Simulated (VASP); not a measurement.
Here is a VASP 6.6.1 calculation.

File INCAR:

```
  PREC = Accurate
  ENCUT = 600
  EDIFF = 1E-6
  ISMEAR = 0
  SIGMA = 0.1
  LREAL = F
  LASPH = T
  NELM = 60
  ALGO = Normal
  ISIF = 3
  LWAVE = F
  LCHARG = F
  GGA = PE
  IBRION = 2
  NSW = 90
  EDIFFG = -0.04
```

KPOINTS

```
Automatic mesh
0
Gamma
  6 6 6
```

File POSCAR:

```
Zn
1.0
    1.7027078821      0.9830588541      3.1574676246
   -1.7027078821      0.9830588541      3.1574676246
    0.0000000000     -1.9661177082      3.1574676246
Zn
2
Direct
    0.2275400000      0.2275400000      0.2275400000
    0.7724600000      0.7724600000      0.7724600000
```

Potentials or basis: VASP PAW PBE potentials, release 64 (Zn).

Command:

```console
$ cat potpaw_PBE.64/Zn/POTCAR > POTCAR
$ mpirun -np 1 vasp_std > vasp.out
```

Task: Estimate the relaxed cell.

Result: a = 5.166 Å, b = 5.166 Å, c = 5.166 Å, α = 30.04°, β = 30.04°, γ = 30.04°.

Task: What does it give for the space group after relaxing (to 0.05 Å)?

Result: R-3m (No. 166).

Task: Estimate the band gap on the k mesh.

Result: Zero (band 12 reaches 3.92 eV, above the bottom of band 13 at 0.13 eV).

Task: Predict the relaxed volume.

Result: 15.31 Å³/atom.

Forces on the atoms (eV/Å):
```
Zn   0.000  0.000  0.006
Zn   0.000  0.000 -0.006
```

Caveat: the k points lie up to 0.46 Å⁻¹ apart in the final cell.
